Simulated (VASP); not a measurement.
# VO2 (P4_2/mnm) in VASP: notebook

The runs below take VO2 through single point, with PBE+U.

All numbers are computed with VASP 6.6.1; they aren't measurements. Logs are shortened: lines on timing, memory, paths and dates and some standing lists are left out, and cuts for length are marked.

## Step 1: The cell of the first run

It takes space group P4_2/mnm (No. 136, tetragonal). The conventional cell has a = 4.341 Å, b = 4.341 Å, c = 2.954 Å, α = 90.00°, β = 90.00°, γ = 90.00°. Within 2.4 Å of V (site symmetry mmm) lie 6 O at 1.84 to 1.92 Å. O (site symmetry m2m) has 3 V at 1.84 to 1.92 Å and 1 O at 2.47 Å within 2.5 Å.

## Step 2: Single point, PBE+U, collinear spin, ferromagnetic start

Contents of INCAR:

```
SYSTEM = VO2
PREC = Accurate
ENCUT = 600
EDIFF = 1E-6
ISMEAR = 0
SIGMA = 0.02
LREAL = .FALSE.
LASPH = .TRUE.
NELM = 200
ALGO = Normal
ISIF = 2
LWAVE = .FALSE.
LCHARG = .FALSE.
ISPIN = 2
MAGMOM = -0.92 -0.92 0 0 0 0
LORBIT = 11
LMAXMIX = 4
LDAU = .TRUE.
LDAUTYPE = 2
LDAUL = 2 -1
LDAUU = 3.25 0
LDAUJ = 0 0
LDAUPRINT = 1
GGA = PE
NBANDS = 38
GGA_COMPAT = .FALSE.
```

Contents of KPOINTS:

```
regular mesh
0
G
  6 6 10
  0 0 0
```

Contents of POSCAR:

```
VO2
1.0
    4.3411157155      0.0000000000      0.0000000000
    0.0000000000      4.3411157155      0.0000000000
    0.0000000000      0.0000000000      2.9536156124
V O
2 4
Direct
    0.0000000000      0.0000000000      0.0000000000
    0.5000000000      0.5000000000      0.5000000000
    0.2989086101      0.2989086101      0.0000000000
    0.7010913899      0.7010913899      0.0000000000
    0.7989086101      0.2010913899      0.5000000000
    0.2010913899      0.7989086101      0.5000000000
```

Potentials or basis: VASP PAW PBE potentials, release 64 (V_sv, O).

On the command line:

```bash
> cat potpaw_PBE.64/V_sv/POTCAR potpaw_PBE.64/O/POTCAR > POTCAR
> mpirun -np 1 vasp_std > vasp.out
```

OUTCAR:

```text
SYSTEM = VO2
   PREC = Accurate
   ENCUT = 600
   EDIFF = 1E-6
   ISMEAR = 0
   LREAL = .FALSE.
   LASPH = .TRUE.
   NELM = 200
   ISIF = 2
   ISPIN = 2
   LORBIT = 11
   GGA = PE

 ion  position               nearest neighbor table
   1  0.000  0.000  0.000-   3 1.84   4 1.84   5 1.92   6 1.92   5 1.92   6 1.92
   2  0.500  0.500  0.500-   5 1.84   6 1.84   3 1.92   4 1.92   3 1.92   4 1.92
   3  0.299  0.299  0.000-   1 1.84   2 1.92   2 1.92
   4  0.701  0.701  0.000-   1 1.84   2 1.92   2 1.92
   5  0.799  0.201  0.500-   2 1.84   1 1.92   1 1.92
   6  0.201  0.799  0.500-   2 1.84   1 1.92   1 1.92

  LATTYP: Found a simple tetragonal cell.
 ALAT       =     4.3411157155
 C/A-ratio  =     0.6803816820

  Lattice vectors:

 A1 = (   4.3411157155,   0.0000000000,   0.0000000000)
 A2 = (   0.0000000000,   4.3411157155,   0.0000000000)
 A3 = (   0.0000000000,   0.0000000000,   2.9536156124)

Analysis of symmetry for initial positions (statically):
=====================================================================
 Subroutine PRICEL returns:
 Original cell was already a primitive cell.

 Routine SETGRP: Setting up the symmetry group for a
 simple tetragonal supercell.

 Subroutine GETGRP returns: Found 16 space group operations
 (whereof  8 operations were pure point group operations)
 out of a pool of 16 trial point group operations.

The static configuration has the point symmetry D_2h.
 The point group associated with its full space group is D_4h.

Analysis of symmetry for dynamics (positions and initial velocities):
=====================================================================
 Subroutine PRICEL returns:
 Original cell was already a primitive cell.

 Routine SETGRP: Setting up the symmetry group for a
 simple tetragonal supercell.

 Subroutine GETGRP returns: Found 16 space group operations
 (whereof  8 operations were pure point group operations)
 out of a pool of 16 trial point group operations.

The dynamic configuration has the point symmetry D_2h.
 The point group associated with its full space group is D_4h.

Analysis of structural, dynamic, and magnetic symmetry:
=====================================================================
 Subroutine PRICEL returns:
 Original cell was already a primitive cell.

 Routine SETGRP: Setting up the symmetry group for a
 simple tetragonal supercell.

[... 218 lines left out ...]
  o =  0.3375  v = -0.8322 -0.0000 -0.5545  0.0000 -0.0000  0.0000  0.0000  0.0000  0.0000  0.0000      0.0000  0.0000  0.0000  0.0000  0.0000  0.0000  0.0000  0.0000  0.0000  0.0000
  o =  0.4039  v =  0.0000  0.0000  0.0000  0.0000  0.0000 -0.8366 -0.0000 -0.5478 -0.0000 -0.0000      0.0000  0.0000  0.0000  0.0000  0.0000  0.0000  0.0000  0.0000  0.0000  0.0000
  o =  0.9286  v =  0.0000  0.0000  0.0000  0.0000  0.0000 -0.5478  0.0000  0.8366  0.0000  0.0000      0.0000  0.0000  0.0000  0.0000  0.0000  0.0000  0.0000  0.0000  0.0000  0.0000

 number of electron      50.0000012 magnetization      -2.0000064

 Free energy of the ion-electron system (eV)
  ---------------------------------------------------
  ext. energy  EPLUGINS =         0.00000000
  ---------------------------------------------------
  free energy    TOTEN  =       -46.07506418 eV

  energy without entropy =      -46.07506418  energy(sigma->0) =      -46.07506418

 E-fermi :   6.3171     XC(G=0): -12.1215

 val. band max:        6.1598983697   @ k =   0.1667   0.1667   0.2000
 cond. band min:       7.1824613383   @ k =   0.5000   0.0000   0.5000
 fundamental gap:      1.0225629687
 Fermi energy:         6.3171480348

 spin component 1

 k-point     1 :       0.0000    0.0000    0.0000
  band No.  band energies     occupation
      1     -58.2222      1.00000
      2     -58.2062      1.00000
      3     -32.8572      1.00000
      4     -32.8572      1.00000
      5     -31.6742      1.00000
      6     -31.6369      1.00000
[... 1913 lines left out ...]
     36      17.6540      0.00000
     37      20.4918      0.00000

 [... further k-points ...]

 [bands above 37 left out]

------------------------ aborting loop because EDIFF is reached ----------------------------------------

  FORCE on cell =-STRESS in cart. coord.  units (eV):
  Direction    XX          YY          ZZ          XY          YZ          ZX
  --------------------------------------------------------------------------------------
  -------------------------------------------------------------------------------------
  Total       10.2282575     10.2282575     10.1477706      0.0000000      0.0000000      0.0000000
  in kB      294.4120181    294.4120181    292.0952703      0.0000000      0.0000000      0.0000000
  external PRESSURE =     293.6397689 kB  Pullay stress =       0.0000000 kB

 VOLUME and BASIS-vectors are now :
 -----------------------------------------------------------------------------
  energy-cutoff  :      600.00
  volume of cell :       55.66
      direct lattice vectors                 reciprocal lattice vectors
     4.341115715  0.000000000  0.000000000     0.230355527  0.000000000  0.000000000
     0.000000000  4.341115715  0.000000000     0.000000000  0.230355527  0.000000000
     0.000000000  0.000000000  2.953615612     0.000000000  0.000000000  0.338568091

 POSITION                                       TOTAL-FORCE (eV/Angst)
 -----------------------------------------------------------------------------------
      0.00000      0.00000      0.00000         0.000000      0.000000      0.000000
      2.17056      2.17056      1.47681         0.000000      0.000000      0.000000
      1.29760      1.29760      0.00000         0.055900      0.055900     -0.000000
      3.04352      3.04352      0.00000        -0.055900     -0.055900      0.000000
      3.46815      0.87296      1.47681         0.055900     -0.055900      0.000000
      0.87296      3.46815      1.47681        -0.055900      0.055900     -0.000000
 -----------------------------------------------------------------------------------
    total drift:                                0.000000      0.000000      0.000000

  FREE ENERGIE OF THE ION-ELECTRON SYSTEM (eV)
  ---------------------------------------------------
  free  energy   TOTEN  =       -46.0750641805 eV

  energy  without entropy=      -46.0750641805  energy(sigma->0) =      -46.07506418

 total charge

# of ion       s       p       d       tot
------------------------------------------
    1        2.314   6.393   2.867  11.574
    2        2.314   6.393   2.867  11.574
    3        1.572   3.548   0.000   5.120
    4        1.572   3.548   0.000   5.120
    5        1.572   3.548   0.000   5.120
    6        1.572   3.548   0.000   5.120
--------------------------------------------------
tot         10.914  26.979   5.733  43.626

 magnetization (x)

# of ion       s       p       d       tot
------------------------------------------
    1       -0.015  -0.014  -1.015  -1.045
    2       -0.015  -0.014  -1.015  -1.045
    3        0.002   0.033   0.000   0.035
    4        0.002   0.033   0.000   0.035
    5        0.002   0.033   0.000   0.035
    6        0.002   0.033   0.000   0.035
--------------------------------------------------
tot         -0.024   0.105  -2.030  -1.949
```

Run time: 3.3 min. Hardware: 1 thread of Intel Xeon Platinum 8488C (Sapphire Rapids), shared host; peak memory 0.34 GiB.

Results:

| Quantity | Value |
| --- | --- |
| Free energy | -46.0751 eV |
| Pressure | 29.4 GPa |
| Largest force | 0.079 eV/Å |
| Band gap on the k mesh | 1.02 eV (least direct gap 1.26 eV) |
| Net moment | -2.00 μB per cell |
| Site moments | V -1.04; O +0.04 μB |
| Valence electrons inside the program's atomic spheres | V 11.57; O 5.12 |

Forces in eV/Å, atoms in the order of the input:
```
V    0.000  0.000  0.000
V    0.000  0.000  0.000
O    0.056  0.056  0.000
O   -0.056 -0.056  0.000
O    0.056 -0.056  0.000
O   -0.056  0.056  0.000
```

Levels at points of the mesh, in eV from the valence-band top:
Spin up:
| k point | band 20 | band 21 | band 22 | band 23 | band 24 | band 25 | band 26 | band 27 | band 28 | band 29 |
| --- | --- | --- | --- | --- | --- | --- | --- | --- | --- | --- |
| (0.00, 0.00, 0.00) | -3.05 | -1.20 | -0.79 | -0.79 | -0.32 | 2.12 | 2.16 | 2.16 | 2.70 | 2.83 |
| (0.50, 0.00, 0.00) | -3.78 | -2.51 | -2.51 | -1.14 | -1.14 | 2.93 | 2.93 | 3.23 | 3.23 | 3.50 |
| (0.50, 0.50, 0.00) | -2.64 | -2.08 | -2.08 | -1.62 | -1.62 | 2.21 | 2.21 | 2.62 | 2.62 | 3.65 |
| (0.00, 0.00, 0.50) | -3.34 | -3.18 | -3.18 | -1.87 | -1.87 | 3.07 | 3.07 | 3.56 | 3.56 | 3.95 |
| (0.50, 0.00, 0.50) | -3.14 | -2.51 | -2.51 | -1.52 | -1.52 | 1.77 | 1.77 | 3.78 | 3.78 | 4.06 |
| (0.50, 0.50, 0.50) | -3.12 | -1.92 | -1.92 | -0.94 | -0.94 | 2.61 | 2.61 | 2.99 | 2.99 | 4.15 |
Spin down:
| k point | band 23 | band 24 | band 25 | band 26 | band 27 | band 28 | band 29 | band 30 |
| --- | --- | --- | --- | --- | --- | --- | --- | --- |
| (0.00, 0.00, 0.00) | -0.88 | -0.73 | -0.73 | -0.21 | 1.33 | 1.42 | 1.42 | 2.95 |
| (0.50, 0.00, 0.00) | -1.08 | -1.08 | -0.42 | -0.42 | 2.22 | 2.22 | 2.63 | 2.63 |
| (0.50, 0.50, 0.00) | -1.61 | -1.61 | -1.23 | -1.23 | 1.47 | 1.47 | 3.05 | 3.05 |
| (0.00, 0.00, 0.50) | -1.86 | -1.86 | -0.60 | -0.60 | 2.41 | 2.41 | 2.96 | 2.96 |
| (0.50, 0.00, 0.50) | -1.45 | -1.45 | -0.62 | -0.62 | 1.02 | 1.02 | 3.17 | 3.17 |
| (0.50, 0.50, 0.50) | -0.89 | -0.89 | -0.60 | -0.60 | 1.96 | 1.96 | 2.31 | 2.31 |

Eigenvalues of the final occupation matrices:
```tsv
site	spin	trace	eigenvalues
site 1 d	1	0.94	0.06 0.12 0.14 0.29 0.34
site 1 d	2	1.96	0.15 0.17 0.30 0.40 0.93
site 2 d	1	0.94	0.06 0.12 0.14 0.29 0.34
site 2 d	2	1.96	0.15 0.17 0.30 0.40 0.93
```

Caveat: the cell stands under pressure.

## Step 3: Single point, PBE+U, collinear spin, ferromagnetic start

Contents of INCAR:

```
SYSTEM = VO2
PREC = Accurate
ENCUT = 600
EDIFF = 1E-6
ISMEAR = 0
SIGMA = 0.02
LREAL = .False.
LASPH = .True.
NELM = 200
ALGO = Normal
ISIF = 2
LWAVE = .False.
LCHARG = .False.
ISPIN = 2
MAGMOM = -0.89 -0.89 0 0 0 0
LORBIT = 11
LMAXMIX = 4
LDAU = .True.
LDAUTYPE = 2
LDAUL = 2 -1
LDAUU = 3.25 0
LDAUJ = 0 0
LDAUPRINT = 1
GGA = PE
NBANDS = 38
GGA_COMPAT = .False.
```

Contents of KPOINTS:

```
regular mesh
0
Gamma
  6 6 10
  0 0 0
```

POSCAR is that of step 2.

Potentials or basis: VASP PAW PBE potentials, release 64 (V_sv, O).

On the command line:

```bash
> cat potpaw_PBE.64/V_sv/POTCAR potpaw_PBE.64/O/POTCAR > POTCAR
> mpirun -np 1 vasp_std > vasp.out
```

Run time: 6.8 min. Hardware: 1 thread of Oxide Virtual Turin-like, shared host; peak memory 0.31 GiB.

Results (log left out):

```yaml
Free_energy: -46.0751 eV
Pressure: 29.4 GPa
Largest_force: 0.079 eV/Å
Band_gap_on_the_k_mesh: 1.02 eV (least direct gap 1.26 eV)
Net_moment: -2.00 μB per cell
Site_moments: V -1.04; O +0.04 μB
Valence_electrons_inside_the_program's_atomic_spheres: V 11.57; O 5.12
```

Forces on the atoms (eV/Å):
```
V    0.000  0.000  0.000
V    0.000  0.000  0.000
O    0.056  0.056  0.000
O   -0.056 -0.056  0.000
O    0.056 -0.056  0.000
O   -0.056  0.056  0.000
```

Stress tensor (GPa, compression positive):
```
29.44  0.00  0.00
 0.00 29.44  0.00
 0.00  0.00 29.21
```

Levels at points of the mesh, in eV from the valence-band top:
Spin up:
| k point | band 20 | band 21 | band 22 | band 23 | band 24 | band 25 | band 26 | band 27 | band 28 | band 29 |
| --- | --- | --- | --- | --- | --- | --- | --- | --- | --- | --- |
| (0.00, 0.00, 0.00) | -3.05 | -1.20 | -0.79 | -0.79 | -0.32 | 2.12 | 2.16 | 2.16 | 2.70 | 2.83 |
| (0.50, 0.00, 0.00) | -3.78 | -2.51 | -2.51 | -1.14 | -1.14 | 2.93 | 2.93 | 3.23 | 3.23 | 3.50 |
| (0.50, 0.50, 0.00) | -2.64 | -2.08 | -2.08 | -1.62 | -1.62 | 2.21 | 2.21 | 2.62 | 2.62 | 3.65 |
| (0.00, 0.00, 0.50) | -3.34 | -3.18 | -3.18 | -1.87 | -1.87 | 3.07 | 3.07 | 3.56 | 3.56 | 3.95 |
| (0.50, 0.00, 0.50) | -3.14 | -2.51 | -2.51 | -1.52 | -1.52 | 1.77 | 1.77 | 3.78 | 3.78 | 4.06 |
| (0.50, 0.50, 0.50) | -3.12 | -1.92 | -1.92 | -0.94 | -0.94 | 2.61 | 2.61 | 2.99 | 2.99 | 4.15 |
Spin down:
| k point | band 24 | band 25 | band 26 | band 27 | band 28 | band 29 |
| --- | --- | --- | --- | --- | --- | --- |
| (0.00, 0.00, 0.00) | -0.73 | -0.73 | -0.21 | 1.33 | 1.42 | 1.42 |
| (0.50, 0.00, 0.00) | -1.08 | -0.42 | -0.42 | 2.22 | 2.22 | 2.63 |
| (0.50, 0.50, 0.00) | -1.61 | -1.23 | -1.23 | 1.47 | 1.47 | 3.05 |
| (0.00, 0.00, 0.50) | -1.86 | -0.60 | -0.60 | 2.41 | 2.41 | 2.96 |
| (0.50, 0.00, 0.50) | -1.45 | -0.62 | -0.62 | 1.02 | 1.02 | 3.17 |
| (0.50, 0.50, 0.50) | -0.89 | -0.60 | -0.60 | 1.96 | 1.96 | 2.31 |

Eigenvalues of the final occupation matrices:
```csv
site,spin,trace,eigenvalues
site 1 d,1,0.94,0.06 0.12 0.14 0.29 0.34
site 1 d,2,1.96,0.15 0.17 0.30 0.40 0.93
site 2 d,1,0.94,0.06 0.12 0.14 0.29 0.34
site 2 d,2,1.96,0.15 0.17 0.30 0.40 0.93
```

Caveat: the cell stands under pressure. A k mesh can miss the band edges.
